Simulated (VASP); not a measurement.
AlCo, 2 atoms in the cell. The structure is cubic, space group Pm-3m (No. 221). The conventional cell has a = 2.823 Å, b = 2.823 Å, c = 2.823 Å, α = 90.00°, β = 90.00°, γ = 90.00°. Al (site symmetry m-3m) has 8 Co at 2.45 Å and 6 Al at 2.82 Å within 3.2 Å. Within 3.2 Å of Co (site symmetry m-3m) lie 8 Al at 2.45 Å and 6 Co at 2.82 Å. 

```yaml
Program: VASP 6.6.1
Task: single point
Functional: PBEsol
Potentials_or_basis: VASP PAW PBE potentials, release 64 (Al, Co)
Cutoff: 600 eV
k_mesh: 14 × 14 × 14
Occupations: fermi-dirac, width 0.1 eV
Spin: collinear spin, ferromagnetic start
Starting_moments: "[0.0, 2.5] μB"
Dipole_correction: no
Further_INCAR_settings: ALGO = Normal; EDIFF = 1e-06; NBANDS = 17
```

Potentials or basis: VASP PAW PBE potentials, release 64 (Al, Co).

Launch:

```bash
$ cat potpaw_PBE.64/Al/POTCAR potpaw_PBE.64/Co/POTCAR > POTCAR
$ mpirun -np 1 vasp_std > vasp.out
```

Hardware: 1 thread of Intel Xeon 8259CL, on a shared host.

Question: Estimate the wall time of this run.

Answer: Wall time 2 min on 1 thread of Intel Xeon 8259CL (shared host), peak memory 0.22 GiB. Counts: scf iterations 14, k points 120.
